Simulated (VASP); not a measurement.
# GaN (rocksalt type) (Fm-3m) in VASP: a series of runs, part 2 of 2

VASP 6.6.1.

## (3) Single point, PBEsol (volume scaled by 0.94)

INCAR reads:

```
PREC     = Accurate       # precision mode
ENCUT    = 600            # plane-wave cutoff, eV
EDIFF    = 1E-6           # SCF threshold, eV
ISMEAR   = -1             # smearing method
SIGMA    = 0.05           # smearing width, eV
LREAL    = F              # projectors in reciprocal space
LASPH    = T              # aspherical terms in the spheres
NELM     = 120            # most SCF steps
ALGO     = Normal         # electronic algorithm
ISIF     = 2              # what is computed and relaxed
LWAVE    = F              # write WAVECAR
LCHARG   = T              # write CHGCAR
GGA      = PS             # functional
LELF     = T              # ELF
LVHAR    = T            
NBANDS   = 16             # bands
GGA_COMPAT= F
```

KPOINTS reads:

```
Automatic mesh
0
Gamma
  17 17 17
```

POSCAR reads:

```
GaN
1.0
    0.0000000000      2.0667016261      2.0667016261
    2.0667016261      0.0000000000      2.0667016261
    2.0667016261      2.0667016261      0.0000000000
Ga N
1 1
Direct
    0.0000000000      0.0000000000      0.0000000000
    0.5000000000      0.5000000000      0.5000000000
```

Potentials or basis: VASP PAW PBE potentials, release 64 (Ga_d, N).

Started as:

```
$ cat potpaw_PBE.64/Ga_d/POTCAR potpaw_PBE.64/N/POTCAR > POTCAR
$ mpirun -np 1 vasp_std > vasp.out
```

Wall time 15 s (1 thread of Intel Xeon 6975P-C (Granite Rapids), shared host); peak memory 0.18 GiB.

It converged, with:

- Free energy: -12.2021 eV
- Pressure: 16.9 GPa
- Band gap on the k mesh: 0.99 eV, indirect (least direct gap 3.63 eV)

Levels at points of the mesh, in eV from the valence-band top:
| k point | band 6 | band 7 | band 8 | band 9 | band 10 | band 11 | band 12 | band 13 |
| --- | --- | --- | --- | --- | --- | --- | --- | --- |
| (0.00, 0.00, 0.00) | -13.82 | -0.61 | -0.61 | -0.61 | 3.02 | 14.99 | 14.99 | 14.99 |

Caveat: the cell differs from its parent crystal (volume scaled by 0.94); the PAW data sets were made with another functional, which shifts forces and pressure a little.

## (4) Single point, PBEsol (volume scaled by 0.94)

INCAR reads:

```
SYSTEM = GaN
ALGO = Normal
EDIFF = 1E-6
ENCUT = 600
GGA = PS
GGA_COMPAT = .FALSE.
ISIF = 2
ISMEAR = -1
LASPH = .TRUE.
LCHARG = .TRUE.
LELF = .TRUE.
LREAL = .FALSE.
LVHAR = .TRUE.
LWAVE = .FALSE.
NBANDS = 16
NELM = 120
PREC = Accurate
SIGMA = 0.05
```

KPOINTS reads:

```
k-points
0
G
  17 17 17
  0 0 0
```

POSCAR is that of step 3.

Started as:

```
$ cat potpaw_PBE.64/Ga_d/POTCAR potpaw_PBE.64/N/POTCAR > POTCAR
$ mpirun -np 1 vasp_std > vasp.out
```

Run time: 15 s. Hardware: 1 thread of Intel Xeon 6975P-C (Granite Rapids), shared host; peak memory 0.18 GiB.

It converged, with:

```yaml
Free_energy: -12.2021 eV
Pressure: 16.9 GPa
Band_gap_on_the_k_mesh: 0.99 eV, indirect (least direct gap 3.63 eV)
```

Levels at points of the mesh, in eV from the valence-band top:
| k point | band 5 | band 6 | band 7 | band 8 | band 9 | band 10 | band 11 | band 12 | band 13 | band 14 |
| --- | --- | --- | --- | --- | --- | --- | --- | --- | --- | --- |
| (0.00, 0.00, 0.00) | -13.82 | -13.82 | -0.61 | -0.61 | -0.61 | 3.02 | 14.99 | 14.99 | 14.99 | 16.10 |

Caveat: the cell differs from its parent crystal (volume scaled by 0.94); the PAW data sets were made with another functional, which shifts forces and pressure a little. A k mesh can miss the band edges.

## (5) Single point, PBEsol

This run uses another cell than the first one, of 9.39 Å³/atom, 1.136 times its volume.

INCAR reads:

```
PREC = Accurate
ENCUT = 600
EDIFF = 1E-6
ISMEAR = -1
SIGMA = 0.05
LREAL = False
LASPH = True
NELM = 120
ALGO = Normal
ISIF = 2
LWAVE = False
LCHARG = False
GGA = PS
NBANDS = 16
GGA_COMPAT = False
```

KPOINTS reads:

```
regular mesh
0
Gamma
  17 17 17
```

POSCAR reads:

```
GaN
1.0
    0.0000000000      2.1097702465      2.1097702465
    2.1097702465      0.0000000000      2.1097702465
    2.1097702465      2.1097702465      0.0000000000
Ga N
1 1
Direct
    0.0000000000      0.0000000000      0.0000000000
    0.5000000000      0.5000000000      0.5000000000
```

Started as:

```
$ cat potpaw_PBE.64/Ga_d/POTCAR potpaw_PBE.64/N/POTCAR > POTCAR
$ mpirun -np 1 vasp_std > vasp.out
```

It took 36 s on 1 thread of Intel Xeon Platinum 8259CL at 2.50GHz (Skylake/Cascade Lake), shared host; peak memory 0.18 GiB.

It converged, with:

| Quantity | Value |
| --- | --- |
| Free energy | -12.2619 eV |
| Pressure | 0.2 GPa |
| Band gap on the k mesh | 0.59 eV, indirect (least direct gap 2.82 eV) |

Levels at points of the mesh, in eV from the valence-band top:
| k point | band 5 | band 6 | band 7 | band 8 | band 9 | band 10 | band 11 | band 12 | band 13 | band 14 |
| --- | --- | --- | --- | --- | --- | --- | --- | --- | --- | --- |
| (0.00, 0.00, 0.00) | -13.85 | -13.85 | -0.54 | -0.54 | -0.54 | 2.28 | 14.62 | 14.62 | 14.62 | 15.77 |

Caveat: the PAW data sets were made with another functional, which shifts forces and pressure a little.

## (6) Relaxation of cell and atoms, PBEsol

This run uses another cell than the first one, of 10.00 Å³/atom, 1.210 times its volume.

INCAR reads:

```
SYSTEM = GaN
PREC = Accurate ; ENCUT = 600
EDIFF = 1E-7 ; ISMEAR = -1
SIGMA = 0.05 ; LREAL = .FALSE.
LASPH = .TRUE. ; NELM = 120
ALGO = Normal ; ISIF = 3
LWAVE = .FALSE. ; LCHARG = .FALSE.
GGA = PS ; IBRION = 2
NSW = 60 ; EDIFFG = -0.005
GGA_COMPAT = .FALSE. ; NELMIN = 4
```

KPOINTS reads:

```
regular mesh
0
G
  17 17 17
  0 0 0
```

POSCAR reads:

```
GaN
1.0
    0.0000000000      2.1544346900      2.1544346900
    2.1544346900      0.0000000000      2.1544346900
    2.1544346900      2.1544346900      0.0000000000
Ga N
1 1
Direct
    0.0000000000      0.0000000000      0.0000000000
    0.5000000000      0.5000000000      0.5000000000
```

Potentials or basis: VASP PAW PBE potentials, release 64 (Ga_d, N).

Started as:

```
$ cat potpaw_PBE.64/Ga_d/POTCAR potpaw_PBE.64/N/POTCAR > POTCAR
$ mpirun -np 1 vasp_std > vasp.out
```

OUTCAR:

```text
SYSTEM = GaN
   PREC = Accurate
   ENCUT = 600
   EDIFF = 1E-7
   ISMEAR = -1
   LREAL = .FALSE.
   LASPH = .TRUE.
   NELM = 120
   ISIF = 3
   GGA = PS
   IBRION = 2
   NSW = 60
   EDIFFG = -0.005
   NELMIN = 4

 ion  position               nearest neighbor table
   1  0.000  0.000  0.000-   2 2.15   2 2.15   2 2.15   2 2.15   2 2.15   2 2.15
   2  0.500  0.500  0.500-   1 2.15   1 2.15   1 2.15   1 2.15   1 2.15   1 2.15

  LATTYP: Found a face centered cubic cell.
 ALAT       =     4.3088693800

  Lattice vectors:

 A1 = (   0.0000000000,   2.1544346900,   2.1544346900)
 A2 = (   2.1544346900,   0.0000000000,   2.1544346900)
 A3 = (   2.1544346900,   2.1544346900,   0.0000000000)

Analysis of symmetry for initial positions (statically):
=====================================================================
 Subroutine PRICEL returns:
[... 367 lines left out ...]

 k-point     1 :       0.0000    0.0000    0.0000
  band No.  band energies     occupation
      1      -9.5362      2.00000
      2      -6.1116      2.00000
      3      -6.1116      2.00000
      4      -6.1116      2.00000
      5      -6.0140      2.00000
      6      -6.0140      2.00000
      7       7.2943      2.00000
      8       7.2943      2.00000
      9       7.2943      2.00000
     10      10.0977      0.00000
     11      22.4477      0.00000
     12      22.4477      0.00000
     13      22.4477      0.00000
[... 354 lines left out ...]
  band No.  band energies     occupation
      1      -9.1104      2.00000
      2      -6.1299      2.00000
      3      -6.1033      2.00000
      4      -6.0950      2.00000
      5      -6.0586      2.00000
      6      -6.0030      2.00000
      7       5.2999      2.00000
      8       6.9715      2.00000
      9       7.5161      2.00000
     10      11.7774      0.00000
     11      19.0806      0.00000
     12      20.2101      0.00000
     13      20.9555      0.00000

 [... further k-points ...]
[... 5 lines left out ...]
  --------------------------------------------------------------------------------------
  -------------------------------------------------------------------------------------
  Total        0.0035753      0.0035753      0.0035753      0.0000000      0.0000000     -0.0000000
  in kB        0.3046171      0.3046171      0.3046171      0.0000000      0.0000000     -0.0000000
  external PRESSURE =       0.3046171 kB  Pullay stress =       0.0000000 kB
[... 17 lines left out ...]
  FREE ENERGIE OF THE ION-ELECTRON SYSTEM (eV)
  ---------------------------------------------------
  free  energy   TOTEN  =       -12.2643663147 eV

  energy  without entropy=      -12.2643503995  energy(sigma->0) =      -12.26435836

 reached required accuracy - stopping structural energy minimisation
```

Run time: 1.8 min. Hardware: 1 thread of Intel Xeon Platinum 8259CL at 2.50GHz (Skylake/Cascade Lake), shared host; peak memory 0.19 GiB.

What came out:

```yaml
Free_energy: -12.2644 eV
Relaxed_volume: 9.40 Å³/atom
Relaxed_cell: a = 2.985 Å, b = 2.985 Å, c = 2.985 Å, α = 60.00°, β = 60.00°, γ = 60.00°
Space_group_after_relaxing_to_0.05_Å: Fm-3m (No. 225)
Energy_gained_by_relaxing: 24.5 meV/atom
Ionic_steps: 6
Pressure_after_relaxing: 0.0 GPa
Band_gap_on_the_k_mesh: 0.59 eV, indirect (least direct gap 2.80 eV)
```

The path:
```
step  energy change (eV)  largest force (eV/Å)  pressure (GPa)  volume (Å³)
   1              0.0000                0.0000          -12.37        20.00
   2             -0.0101                0.0000           13.62        17.85
   3             -0.0489                0.0000           -0.11        18.81
   4             -0.0489                0.0000            0.22        18.79
   5             -0.0489                0.0000           -0.28        18.82
   6             -0.0489                0.0000            0.03        18.80
```

Final structure:
```xyz
2
Lattice="0.0000 2.1106 2.1106 2.1106 0.0000 2.1106 2.1106 2.1106 0.0000" Properties=species:S:1:pos:R:3 pbc="T T T"
Ga    0.0000    0.0000    0.0000
N     2.1106    2.1106    2.1106
```

Levels at points of the mesh, in eV from the valence-band top:
| k point | band 7 | band 8 | band 9 | band 10 | band 11 | band 12 |
| --- | --- | --- | --- | --- | --- | --- |
| (0.00, 0.00, 0.00) | -0.54 | -0.54 | -0.54 | 2.27 | 14.62 | 14.62 |

Caveat: the PAW data sets were made with another functional, which shifts forces and pressure a little.

## (7) Summary

| task | cell | gap on the mesh (eV) | pressure (GPa) |
| --- | --- | --- | --- |
| single point | a = 2.859 Å, angles 60.0°, 2 atoms | 1.44 | 40.1 |
| single point | a = 2.923 Å, angles 60.0°, 2 atoms | 0.99 | 16.9 |
| single point | a = 2.984 Å, angles 60.0°, 2 atoms | 0.59 | 0.2 |
| relaxation of cell and atoms | relaxed from a = 3.047 Å, angles 60.0°, 2 atoms | 0.59 | 0.0 |

Alike in all rows: level PBEsol; potentials or basis VASP PAW PBE potentials, release 64 (Ga_d, N); no spin polarisation; k mesh 17 × 17 × 17; cutoff (eV) 600; smearing fermi-dirac 0.05 eV.

Caveats: the PAW data sets were made with another functional, which shifts forces and pressure a little.

Absolute energies hang on the potentials; compare differences alone.
